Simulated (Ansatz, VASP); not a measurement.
## Yb in VASP and in Ansatz

```
Yb
1.0
     3.87990    0.00000    0.00000
    -1.93995    3.36009    0.00000
     0.00000    0.00000    6.38590
Yb
2
Direct
  0.66667 0.33333 0.75000
  0.33333 0.66667 0.25000
```

Alike in both runs: task single point; functional PBE; k mesh 7 × 7 × 4; occupations fermi-dirac, width 0.05 eV; collinear spin; fixed moment 2 μB.

```csv
,VASP,Ansatz
version,VASP 6.6.1,Ansatz 0.2.0
potentials or method,"VASP PAW PBE potentials, release 64 (Yb)",Ansatz PAW
plane-wave cutoff (eV),520,420
valence electrons in the cell,48,48
```

|  | VASP | Ansatz | Ansatz less VASP |
| --- | --- | --- | --- |
| pressure (GPa) | -2.7 | -2.2 | +0.41 |
| traceless stress, the component that is largest in VASP (GPa) | -0.88 | -0.87 | +0.006 |
| net moment per atom (μB) | 1.00 | 1.00 | 0.000 |
| size of the moment on the site where the two differ most (μB) | 0.44 | 0.62 | +0.176 |

Site moments also hang on the region over which each program counts them. The functional is the same, so the differences come from potentials, cutoffs and numerics.

Spin-orbit coupling is off throughout.
